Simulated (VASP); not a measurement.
## Ta: single point with PBE

The system is Ta.

```
Ta
1.0
    -1.70082    1.60174    1.65128
     1.70082   -1.60174    1.65128
     1.70082    1.60174   -1.65128
Ta
1
Cartesian
  0.0000 0.0000 0.0000
```

This cell differs from its parent crystal: strain +0.0300 x Voigt [1, -1, 0, 0, 0, 0].

```yaml
Program: VASP 6.6.1
Task: single point
Functional: PBE
Potentials_or_basis: VASP PAW PBE potentials, release 64 (Ta_pv)
Cutoff: 520 eV
k_mesh: 20 × 20 × 20
Occupations: gaussian, width 0.15 eV
Spin: no spin polarisation
```

```json
{
  "Pressure": "3.7 GPa",
  "Band gap on the k mesh": "zero (an odd number of electrons rules out a gap without spin polarisation)"
}
```

Stress tensor (GPa, compression positive):
```
0.43 0.00 0.00
0.00 6.96 0.00
0.00 0.00 3.65
```

Levels at points of the mesh, in eV from the Fermi level:
| k point | band 4 | band 5 | band 6 | band 7 | band 8 | band 9 |
| --- | --- | --- | --- | --- | --- | --- |
| (0.00, 0.00, 0.00) | -7.93 | 0.36 | 0.77 | 1.13 | 3.52 | 4.43 |
| (0.50, 0.00, 0.00) | -4.37 | -1.92 | 1.81 | 4.30 | 5.27 | 7.87 |
| (0.00, 0.50, 0.00) | -4.41 | -1.13 | 1.37 | 3.32 | 4.72 | 7.70 |
| (0.50, 0.50, 0.00) | -4.38 | -1.55 | 1.60 | 3.67 | 5.17 | 7.75 |
| (0.50, 0.50, 0.50) | -3.89 | -3.74 | 6.72 | 6.84 | 6.97 | 7.90 |

Run time: 4.1 min on 1 thread of Intel Xeon 8259CL (shared host), peak memory 0.35 GiB.

Caveat: the cell differs from its parent crystal (strain +0.0300 x Voigt [1, -1, 0, 0, 0, 0]); the stress differs along the axes, from 0 to 7 GPa; spin-orbit coupling is left out, which moves the levels of the heavy elements.
